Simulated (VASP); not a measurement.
Write the native input for VASP 6.6.1 that does the following.

| Property | Result |
| --- | --- |
| Task | single point |
| Functional | PBE |
| Potentials or basis | VASP PAW PBE potentials, release 64 (Si, C) |
| Cutoff | 520 eV |
| k mesh | 6 × 6 × 4 |
| Occupations | gaussian, width 0.01 eV |
| Spin | no spin polarisation |
| Dipole correction | no |
| Further INCAR settings | ALGO = Normal; EDIFF = 1e-07; NBANDS = 16 |

The structure of SiC lies in POSCAR:

```
SiC
1.0
    3.0753564098      0.0000000000      0.0000000000
   -1.5376782049      2.6633367766      0.0000000000
    0.0000000000      0.0000000000      5.0481087265
Si C
2 2
Direct
    0.3333333333      0.6666666667      0.4995917736
    0.6666666667      0.3333333333      0.9995917736
    0.3333333333      0.6666666667      0.8754082264
    0.6666666667      0.3333333333      0.3754082264
```

One way to write it, as run:

INCAR

```
  ALGO = Normal
  EDIFF = 1E-7
  ENCUT = 520
  GGA = PE
  ISIF = 2
  ISMEAR = 0
  LASPH = True
  LCHARG = False
  LREAL = False
  LWAVE = False
  NBANDS = 16
  NELM = 80
  PREC = Accurate
  SIGMA = 0.01
```

KPOINTS

```
k-points
0
Gamma
  6 6 4
```

Potentials or basis: VASP PAW PBE potentials, release 64 (Si, C).

Launch:

```sh
$ cat potpaw_PBE.64/Si/POTCAR potpaw_PBE.64/C/POTCAR > POTCAR
$ mpirun -np 1 vasp_std > vasp.out
```

Results of the run:

* Pressure: 3.5 GPa
* Largest force: 0.004 eV/Å
* Band gap on the k mesh: 2.27 eV, indirect (least direct gap 3.97 eV)

Wall time 11 s on 1 thread of Intel(R) Xeon(R) Platinum 8488C (Sapphire Rapids) (shared host), peak memory 0.15 GiB.
